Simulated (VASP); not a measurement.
# TaN (P-6m2) in VASP: notebook

TaN is run at these levels: PBEsol; tasks: single point.

Everything below comes from runs of VASP 6.6.1. Logs are shortened: lines on timing, memory, paths and dates and some standing lists are left out, and cuts for length are marked.

## 1. The cell of the first run

The structure is hexagonal, space group P-6m2 (No. 187). Conventional cell: a = 3.011 Å, b = 3.011 Å, c = 3.140 Å, α = 90.00°, β = 90.00°, γ = 120.00°. Within 3.1 Å of Ta (site symmetry -6m2) lie 6 N at 2.34 Å and 6 Ta at 3.01 Å. Within 3.1 Å of N (site symmetry -6m2) lie 6 Ta at 2.34 Å and 6 N at 3.01 Å.

## 2. Single point, PBEsol (volume 12.329 Å^3 an atom, c/a of the conventional cell 1.0426)

INCAR

```
SYSTEM = TaN
ALGO = Normal
EDIFF = 1E-7
ENCUT = 520
GGA = PS
ISIF = 2
ISMEAR = 0
LASPH = .True.
LCHARG = .False.
LREAL = .False.
LWAVE = .False.
NBANDS = 15
NELM = 80
PREC = Accurate
SIGMA = 0.15
```

KPOINTS

```
k-points
0
Gamma
  21 21 18
  0 0 0
```

POSCAR

```
TaN
1.0
    3.0114096100      0.0000000000      0.0000000000
   -1.5057048050      2.6079572235      0.0000000000
    0.0000000000      0.0000000000      3.1396956594
Ta N
1 1
Direct
    0.3333333333      0.6666666667      0.5000000000
    0.0000000000      0.0000000000      0.0000000000
```

Potentials or basis: VASP PAW PBE potentials, release 64 (Ta_pv, N).

Launch:

```bash
$ cat potpaw_PBE.64/Ta_pv/POTCAR potpaw_PBE.64/N/POTCAR > POTCAR
$ mpirun -np 1 vasp_std > vasp.out
```

OUTCAR:

```text
SYSTEM = TaN
   EDIFF = 1E-7
   ENCUT = 520
   GGA = PS
   ISIF = 2
   ISMEAR = 0
   LASPH = .True.
   LREAL = .False.
   NELM = 80
   PREC = Accurate

 ion  position               nearest neighbor table
   1  0.333  0.667  0.500-   2 2.34   2 2.34   2 2.34   2 2.34   2 2.34   2 2.34
   2  0.000  0.000  0.000-   1 2.34   1 2.34   1 2.34   1 2.34   1 2.34   1 2.34

  LATTYP: Found a hexagonal cell.
 ALAT       =     3.0114096100
 C/A-ratio  =     1.0426000000

  Lattice vectors:

 A1 = (   3.0114096100,   0.0000000000,   0.0000000000)
 A2 = (  -1.5057048050,   2.6079572235,   0.0000000000)
 A3 = (   0.0000000000,   0.0000000000,   3.1396956594)

Analysis of symmetry for initial positions (statically):
=====================================================================
 Subroutine PRICEL returns:
 Original cell was already a primitive cell.

 Routine SETGRP: Setting up the symmetry group for a
 hexagonal supercell.

 Subroutine GETGRP returns: Found 12 space group operations
 (whereof 12 operations were pure point group operations)
 out of a pool of 24 trial point group operations.

The static configuration has the point symmetry D_3h.

Analysis of symmetry for dynamics (positions and initial velocities):
=====================================================================
 Subroutine PRICEL returns:
 Original cell was already a primitive cell.

 Routine SETGRP: Setting up the symmetry group for a
 hexagonal supercell.

 Subroutine GETGRP returns: Found 12 space group operations
 (whereof 12 operations were pure point group operations)
 out of a pool of 24 trial point group operations.

The dynamic configuration has the point symmetry D_3h.

 Subroutine INISYM returns: Found 12 space group operations
 (whereof 12 operations are pure point group operations),
 and found     1 'primitive' translations

----------------------------------------------------------------------------------------

                                     Primitive cell

  volume of cell :      24.6580

  direct lattice vectors                    reciprocal lattice vectors
     3.011409610  0.000000000  0.000000000     0.332070402  0.191720936  0.000000000
    -1.505704805  2.607957224  0.000000000     0.000000000  0.383441872  0.000000000
     0.000000000  0.000000000  3.139695659     0.000000000  0.000000000  0.318502208

  length of vectors
     3.011409610  3.011409610  3.139695659     0.383441872  0.383441872  0.318502208

  position of ions in fractional coordinates (direct lattice)
     0.333333333  0.666666667  0.500000000
     0.000000000  0.000000000  0.000000000

  ion indices of the primitive-cell ions
   primitive index   ion index
                 1           1
                 2           2

----------------------------------------------------------------------------------------

 KPOINTS: k-points

Automatic generation of k-mesh.
 Grid dimensions read from file:
 generate k-points for:   21   21   18

 Generating k-lattice:

  Cartesian coordinates                     Fractional coordinates (reciprocal lattice)
     0.015812876  0.009129568  0.000000000     0.047619048  0.000000000  0.000000000
     0.000000000  0.018259137  0.000000000     0.000000000  0.047619048  0.000000000
     0.000000000  0.000000000  0.017694567     0.000000000  0.000000000  0.055555556

  Length of vectors
     0.018259137  0.018259137  0.017694567

  Shift w.r.t. Gamma in fractional coordinates (k-lattice)
     0.000000000  0.000000000  0.000000000

 Subroutine IBZKPT returns following result:
 ===========================================

 Found    480 irreducible k-points:

 Following reciprocal coordinates:
            Coordinates               Weight
  0.000000  0.000000  0.000000      1.000000
  0.047619  0.000000  0.000000      6.000000
  0.095238  0.000000  0.000000      6.000000
  0.142857  0.000000  0.000000      6.000000
  0.190476  0.000000  0.000000      6.000000
  0.238095  0.000000  0.000000      6.000000
[... 16 lines left out ...]
  0.142857  0.095238  0.000000     12.000000
  0.190476  0.095238  0.000000     12.000000
 [... further k-points ...]
   k-points           NKPTS =    480   k-points in BZ     NKDIM =    480   number of bands    NBANDS=     15
   number of dos      NEDOS =    301   number of ions     NIONS =      2
   total plane-waves  NPLWV =  13824
   dimension x,y,z NGX =    24 NGY =   24 NGZ =   24
   dimension x,y,z NGXF=    48 NGYF=   48 NGZF=   48
   ions per type =               1   1
   NGX,Y,Z   is equivalent  to a cutoff of  13.25, 13.25, 12.71 a.u.
   NGXF,Y,Z  is equivalent  to a cutoff of  26.50, 26.50, 25.42 a.u.
 SYSTEM =  TaN
   PREC   = accura    normal or accurate (medium, high low for compatibility)
   ISTART =      0    job   : 0-new  1-cont  2-samecut
   ICHARG =      2    charge: 1-file 2-atom 10-const
   ISPIN  =      1    spin polarized calculation?
   LNONCOLLINEAR =      F non collinear calculations
   LSORBIT =      F    spin-orbit coupling
   LASPH  =      T    aspherical Exc in radial PAW
   ENCUT  =  520.0 eV  38.22 Ry    6.18 a.u.   5.60  5.60  5.84*2*pi/ulx,y,z
   NELM   =     80;   NELMIN=  2; NELMDL= -5     # of ELM steps
   EDIFF  = 0.1E-06   stopping-criterion for ELM
   LREAL  =      F    real-space projection
   EDIFFG = 0.1E-05   stopping-criterion for IOM
   NSW    =      0    number of steps for IOM
   IBRION =     -1    ionic relax: 0-MD 1-quasi-New 2-CG
   NFREE  =      0    steps in history (QN), initial steepest desc. (CG)
   ISIF   =      2    stress and relaxation
   ISYM   =      2    0-nonsym 1-usesym 2-fastsym
   POTIM  = 0.5000    time-step for ionic-motion
   TEBEG  =    0.0;   TEEND  =   0.0 temperature during run
   PSTRESS=    0.0 pullay stress
   NELECT =      16.0000    total number of electrons
   NUPDOWN=      -1.0000    fix difference up-down
   EMIN   =  10.00;   EMAX   =-10.00  energy-range for DOS
   EFERMI =   0.00;   METHOD = LEGACY
   ISMEAR =     0;   SIGMA  =   0.15  broadening in eV -4-tet -1-fermi 0-gaus
   EFERMI_NEDOS =   21; number of points for ismear=-14 and -15
   IALGO  =     38    algorithm
   IMIX   =      4    mixing-type and parameters
     AMIX     =   0.40;   BMIX     =  1.00
     AMIX_MAG =   1.60;   BMIX_MAG =  1.00
  volume/ion in A,a.u.               =      12.33        83.20
  Fermi-wavevector in a.u.,A,eV,Ry     =   1.417301  2.678311 27.330610  2.008743
  Thomas-Fermi vector in A             =   2.538546
   LORBIT       =      0    0 simple, 1 ext, 2 COOP (PROOUT), +10 PAW based schemes
   GGA     = PS    functional components
   LHFCALC =     F    Hartree Fock is set to
   AEXX    =    0.0000 exact exchange contribution
   IVDW    =     0    specifies the selected vdW correction
   LEPSILON=     F    determine dielectric tensor
   LRPA    =     F    only Hartree local field effects (RPA)
 non-spin polarized calculation
 Gauss-broadening in eV      SIGMA  =   0.15
  energy-cutoff  :      520.00
  volume of cell :       24.66
 maximum number of plane-waves:       690
 NGX is ok and might be reduce to    24
   NGX = 11   NGY = 11   NGZ = 11

 number of electron      15.9999999 magnetization

 Free energy of the ion-electron system (eV)
  ---------------------------------------------------
  ext. energy  EPLUGINS =         0.00000000
  ---------------------------------------------------
  free energy    TOTEN  =       -23.23243203 eV

  energy without entropy =      -23.23163402  energy(sigma->0) =      -23.23203302

 E-fermi :   6.6637     XC(G=0): -12.7926

 val. band max:        6.6351230245   @ k =   0.0476   0.0000   0.5000
 cond. band min:       6.6683778735   @ k =   0.0476   0.0000   0.4444
 fundamental gap:      0.0332548490
 Fermi energy:         6.6636651506

 k-point     1 :       0.0000    0.0000    0.0000
  band No.  band energies     occupation
      1     -28.5739      2.00000
      2     -28.2102      2.00000
      3     -28.2102      2.00000
      4      -9.9119      2.00000
      5       2.7996      2.00000
      6       3.1704      2.00000
      7       3.1704      2.00000
      8       3.6926      2.00000
      9       8.4394      0.00000
     10       9.4442      0.00000
     11       9.4442      0.00000
     12       9.9002      0.00000
     13       9.9002      0.00000
     14      18.8575      0.00000
     15      19.5717      0.00000

 k-point     2 :       0.0476    0.0000    0.0000
  band No.  band energies     occupation
      1     -28.5716      2.00000
      2     -28.2280      2.00000
      3     -28.2142      2.00000
      4      -9.8729      2.00000
      5       2.8562      2.00000
      6       3.0285      2.00000
      7       3.1999      2.00000
      8       3.6334      2.00000
      9       8.5637      0.00000
     10       9.3951      0.00000
     11       9.4562      0.00000
     12       9.8777      0.00000
     13       9.9557      0.00000
     14      18.8763      0.00000
     15      19.5717      0.00000

 k-point     3 :       0.0952    0.0000    0.0000
  band No.  band energies     occupation
      1     -28.5648      2.00000
      2     -28.2794      2.00000
      3     -28.2256      2.00000
      4      -9.7586      2.00000
      5       2.6284      2.00000
      6       3.0494      2.00000
      7       3.2846      2.00000
      8       3.4683      2.00000
      9       8.7195      0.00000
     10       9.4298      0.00000
     11       9.4970      0.00000
     12       9.8131      0.00000
     13      10.1059      0.00000
     14      18.9138      0.00000
     15      19.5714      0.00000
[... 343 lines left out ...]
 k-point    23 :       0.1429    0.0952    0.0000
  band No.  band energies     occupation
      1     -28.5350      2.00000
      2     -28.4888      2.00000
      3     -28.2850      2.00000
      4      -9.2446      2.00000
      5       1.3981      2.00000
      6       2.8491      2.00000
      7       3.5307      2.00000
      8       3.7876      2.00000
      9       8.0928      0.00000
     10       9.3923      0.00000
     11       9.8637      0.00000
     12      10.6823      0.00000
     13      10.7499      0.00000
     14      19.0175      0.00000
     15      19.5692      0.00000

 k-point    24 :       0.1905    0.0952    0.0000
  band No.  band energies     occupation
      1     -28.5880      2.00000
      2     -28.5203      2.00000
      3     -28.3154      2.00000
      4      -8.9799      2.00000
      5       0.9169      2.00000
      6       2.5881      2.00000
      7       3.5751      2.00000
      8       4.1197      2.00000
      9       7.8895      0.00000
     10       9.1790      0.00000
     11      10.1686      0.00000
     12      10.9979      0.00000
     13      11.2126      0.00000
     14      19.0910      0.00000
     15      19.5710      0.00000

 [... further k-points ...]
[... 5 lines left out ...]
  --------------------------------------------------------------------------------------
  -------------------------------------------------------------------------------------
  Total       -4.3171864     -4.3171864     -9.3525622     -0.0000000      0.0000000      0.0000000
  in kB     -280.5133484   -280.5133484   -607.6917487     -0.0000000      0.0000000      0.0000000
  external PRESSURE =    -389.5728152 kB  Pullay stress =       0.0000000 kB

 VOLUME and BASIS-vectors are now :
 -----------------------------------------------------------------------------
  energy-cutoff  :      520.00
  volume of cell :       24.66
      direct lattice vectors                 reciprocal lattice vectors
     3.011409610  0.000000000  0.000000000     0.332070402  0.191720936  0.000000000
    -1.505704805  2.607957224  0.000000000     0.000000000  0.383441872  0.000000000
     0.000000000  0.000000000  3.139695659     0.000000000  0.000000000  0.318502208

 POSITION                                       TOTAL-FORCE (eV/Angst)
 -----------------------------------------------------------------------------------
     -0.00000      1.73864      1.56985         0.000000      0.000000      0.000000
      0.00000      0.00000      0.00000        -0.000000      0.000000      0.000000
 -----------------------------------------------------------------------------------
    total drift:                                0.000000     -0.000000     -0.000000

  FREE ENERGIE OF THE ION-ELECTRON SYSTEM (eV)
  ---------------------------------------------------
  free  energy   TOTEN  =       -23.2324320298 eV

  energy  without entropy=      -23.2316340154  energy(sigma->0) =      -23.23203302
```

Run time: 86 s. Hardware: 1 thread of Intel Xeon 6975P-C, shared host; peak memory 0.29 GiB.

What came out:

- Free energy: -23.2324 eV
- Pressure: -39.0 GPa
- Band gap on the k mesh: zero (band 8 reaches 6.93 eV, above the bottom of band 9 at 6.56 eV)

Levels at points of the mesh, in eV from the Fermi level:
```tsv
k point	band 4	band 5	band 6	band 7	band 8	band 9	band 10	band 11	band 12	band 13
(0.00, 0.00, 0.00)	-16.58	-3.86	-3.49	-3.49	-2.97	1.78	2.78	2.78	3.24	3.24
(0.00, 0.00, 0.50)	-14.71	-8.58	-2.76	-2.76	-0.10	-0.10	1.29	3.27	3.27	7.38
```

Caveat: the PAW data sets were made with another functional, which shifts forces and pressure a little; spin-orbit coupling is left out, which moves the levels of the heavy elements.

## 3. Single point, PBEsol (volume 12.329 Å^3 an atom, c/a of the conventional cell 0.9623)

INCAR

```
PREC = Accurate ; ENCUT = 520
EDIFF = 1E-7 ; ISMEAR = 0
SIGMA = 0.15 ; LREAL = False
LASPH = True ; NELM = 100
ALGO = Normal ; ISIF = 2
LWAVE = False ; LCHARG = False
GGA = PS ; NBANDS = 15
```

KPOINTS

```
regular mesh
0
Gamma
  21 21 18
```

POSCAR

```
TaN
1.0
    3.0929453298      0.0000000000      0.0000000000
   -1.5464726649      2.6785692282      0.0000000000
    0.0000000000      0.0000000000      2.9763412909
Ta N
1 1
Direct
    0.3333333333      0.6666666667      0.5000000000
    0.0000000000      0.0000000000      0.0000000000
```

Potentials or basis: VASP PAW PBE potentials, release 64 (Ta_pv, N).

Launch:

```bash
$ cat potpaw_PBE.64/Ta_pv/POTCAR potpaw_PBE.64/N/POTCAR > POTCAR
$ mpirun -np 1 vasp_std > vasp.out
```

Run time: 87 s. Hardware: 1 thread of Intel Xeon 6975P-C, shared host; peak memory 0.29 GiB.

It converged, with:

* Free energy: -23.3459 eV
* Pressure: -38.3 GPa
* Band gap on the k mesh: zero (band 8 reaches 6.95 eV, above the bottom of band 9 at 6.68 eV)

Stress tensor (GPa, compression positive):
```
-40.00   0.00   0.00
  0.00 -40.00   0.00
  0.00   0.00 -34.80
```

Levels at points of the mesh, in eV from the Fermi level:
```csv
k point,band 4,band 5,band 6,band 7,band 8,band 9,band 10,band 11,band 12,band 13
"(0.00, 0.00, 0.00)",-16.75,-4.12,-4.12,-3.59,-2.59,1.11,3.11,3.11,3.30,3.30
"(0.00, 0.00, 0.50)",-14.67,-8.52,-3.42,-3.42,-0.05,-0.05,2.31,2.80,2.80,6.92
```

Caveat: the PAW data sets were made with another functional, which shifts forces and pressure a little; spin-orbit coupling is left out, which moves the levels of the heavy elements.

## 4. Single point, PBEsol (volume 8.928 Å^3 an atom, c/a of the conventional cell 0.9432)

INCAR

```
PREC = Accurate
ENCUT = 520
EDIFF = 1E-6
ISMEAR = 0
SIGMA = 0.15
LREAL = False
LASPH = True
NELM = 80
ALGO = Normal
ISIF = 2
LWAVE = False
LCHARG = False
GGA = PS
NBANDS = 15
```

KPOINTS is that of step 3.

POSCAR

```
TaN
1.0
    2.7960820909      0.0000000000      0.0000000000
   -1.3980410454      2.4214781218      0.0000000000
    0.0000000000      0.0000000000      2.6372646281
Ta N
1 1
Direct
    0.3333333333      0.6666666667      0.5000000000
    0.0000000000      0.0000000000      0.0000000000
```

Launch:

```bash
$ cat potpaw_PBE.64/Ta_pv/POTCAR potpaw_PBE.64/N/POTCAR > POTCAR
$ mpirun -np 1 vasp_std > vasp.out
```

Run time: 70 s. Hardware: 1 thread of Intel Xeon 6975P-C, shared host; peak memory 0.24 GiB.

Results (log left out):

| Quantity | Value |
| --- | --- |
| Free energy | -22.8464 eV |
| Pressure | 96.4 GPa |
| Band gap on the k mesh | zero (band 8 reaches 10.72 eV, above the bottom of band 9 at 10.03 eV) |

Stress tensor (GPa, compression positive):
```
 80.25   0.00   0.00
  0.00  80.25   0.00
  0.00   0.00 128.81
```

Levels at points of the mesh, in eV from the Fermi level:
| k point | band 6 | band 7 | band 8 | band 9 | band 10 | band 11 |
| --- | --- | --- | --- | --- | --- | --- |
| (0.00, 0.00, 0.00) | -5.95 | -5.29 | -2.91 | 3.14 | 4.71 | 4.71 |
| (0.00, 0.00, 0.50) | -4.96 | -4.96 | -0.27 | -0.27 | 3.37 | 3.37 |

Caveat: the PAW data sets were made with another functional, which shifts forces and pressure a little; spin-orbit coupling is left out, which moves the levels of the heavy elements.

## 5. Single point, PBEsol (volume 8.928 Å^3 an atom, c/a of the conventional cell 0.9818)

INCAR

```
SYSTEM = TaN
  PREC = Accurate
  ENCUT = 520
  EDIFF = 1E-7
  ISMEAR = 0
  SIGMA = 0.15
  LREAL = .FALSE.
  LASPH = .TRUE.
  NELM = 80
  ALGO = Normal
  ISIF = 2
  LWAVE = .FALSE.
  LCHARG = .TRUE.
  GGA = PS
  LELF = .TRUE.
  LVHAR = .TRUE.
  NBANDS = 15
```

KPOINTS

```
Automatic mesh
0
G
  21 21 18
  0 0 0
```

POSCAR

```
TaN
1.0
    2.7589720744      0.0000000000      0.0000000000
   -1.3794860372      2.3893399048      0.0000000000
    0.0000000000      0.0000000000      2.7086877034
Ta N
1 1
Direct
    0.3333333333      0.6666666667      0.5000000000
    0.0000000000      0.0000000000      0.0000000000
```

Launch:

```bash
$ cat potpaw_PBE.64/Ta_pv/POTCAR potpaw_PBE.64/N/POTCAR > POTCAR
$ mpirun -np 1 vasp_std > vasp.out
```

Run time: 70 s. Hardware: 1 thread of Intel Xeon 6975P-C, shared host; peak memory 0.25 GiB.

Results (log left out):

| Quantity | Value |
| --- | --- |
| Free energy | -22.9347 eV |
| Pressure | 94.1 GPa |
| Band gap on the k mesh | zero (band 8 reaches 10.37 eV, above the bottom of band 9 at 9.98 eV) |

Stress tensor (GPa, compression positive):
```
 90.44   0.00   0.00
  0.00  90.44   0.00
  0.00   0.00 101.47
```

Levels at points of the mesh, in eV from the Fermi level:
```tsv
k point	band 6	band 7	band 8	band 9	band 10	band 11
(0.00, 0.00, 0.00)	-5.52	-5.28	-3.12	3.61	4.49	4.49
(0.00, 0.00, 0.50)	-4.52	-4.52	-0.26	-0.26	2.96	3.79
```

Caveat: the PAW data sets were made with another functional, which shifts forces and pressure a little; spin-orbit coupling is left out, which moves the levels of the heavy elements.

## 6. The runs side by side

```tsv
cell	gap on the mesh (eV)	pressure (GPa)
a = 3.011, b = 3.011, c = 3.140 Å, angles 90.0, 90.0, 120.0°, 2 atoms	none	-39.0
a = 3.093, b = 3.093, c = 2.976 Å, angles 90.0, 90.0, 120.0°, 2 atoms	none	-38.3
a = 2.796, b = 2.796, c = 2.637 Å, angles 90.0, 90.0, 120.0°, 2 atoms	none	96.4
a = 2.759, b = 2.759, c = 2.709 Å, angles 90.0, 90.0, 120.0°, 2 atoms	none	94.1
```

Alike in all rows: task single point; level PBEsol; potentials or basis VASP PAW PBE potentials, release 64 (Ta_pv, N); no spin polarisation; k mesh 21 × 21 × 18; cutoff (eV) 520; smearing gaussian 0.15 eV.

Caveats: the PAW data sets were made with another functional, which shifts forces and pressure a little; spin-orbit coupling is left out, which moves the levels of the heavy elements.

Total energies depend on the potentials used, so only differences within one code and one set of settings carry meaning.
